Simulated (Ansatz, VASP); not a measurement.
# CdSe in VASP and in Ansatz

The input INCAR:

```
PREC = Accurate
ENCUT = 520
EDIFF = 1E-6
ISMEAR = 0
SIGMA = 0.01
LREAL = False
LASPH = True
NELM = 60
ALGO = Normal
ISIF = 2
LWAVE = False
LCHARG = False
GGA = CA
NBANDS = 16
```

File KPOINTS:

```
regular mesh
0
Gamma
  6 6 6
```

POSCAR

```
CdSe
1.0
    2.9439138029      2.9439138029      0.0000000000
   -2.9439138029      2.9439138029      0.0000000000
    0.0000000000      2.9439138029      3.0905083286
Cd Se
1 1
Direct
    0.0000000000      0.0000000000      0.0000000000
    0.7500000000      0.2500000000      0.5000000000
```

Input for Ansatz:

```yaml
crystal:
  lattice:
    - [2.9439138029, 2.9439138029, 0.0]
    - [-2.9439138029, 2.9439138029, 0.0]
    - [0.0, 2.9439138029, 3.09050832858]
  atoms:
    - { symbol: Cd, position: [0.0, 0.0, 0.0] }
    - { symbol: Se, position: [0.75, 0.25, 0.5] }
kpoints:
  mp_grid: { grid: [6, 6, 6] }
scf:
  occupations: { method: fixed }
  convergence: { dr2_threshold: 1.0e-10 }
hamiltonian:
  xc: lda
  pseudopotentials: { kind: all_electron, lapw: { basis_error: 0.0005 } }
output:
  forces: true
  stress: true
  eigenstates:
    kpoints:
      - [0.0, 0.0, 0.0]
      - [-0.5, -0.5, -0.5]
      - [-0.5, 0.5, 0.0]
      - [0.0, 0.0, -0.5]
      - [0.0, -0.5, -0.5]
      - [0.0, 0.5, 0.0]
      - [-0.5, 0.0, 0.0]
      - [-0.5, 0.0, -0.5]
  eigenvalues: true
```

Change from the starting cell: film at in-plane strain -0.02.

Alike in both runs: task single point; functional LDA; k mesh 6 × 6 × 6; no spin polarisation.

```csv
,VASP,Ansatz
version,VASP 6.6.1,Ansatz 0.2.0
potentials or method,"VASP PAW LDA potentials, release 64 (Cd, Se), cutoff 520 eV","all-electron LAPW, scalar-relativistic"
occupations,"gaussian, width 0.01 eV",fixed
```

|  | VASP | Ansatz | Ansatz less VASP |
| --- | --- | --- | --- |
| gap on the k mesh at the Fermi level (eV) | 0.40 | 0.36 | -0.036 |
| pressure (GPa) | 1.2 | 0.7 | -0.50 |
| traceless stress, the component that is largest in VASP (GPa) | -0.63 | -0.65 | -0.018 |

LDA's correlation is that of Perdew and Zunger in VASP and of Perdew and Wang (1992) in Ansatz. Ansatz ran all-electron here, and VASP with PAW potentials.
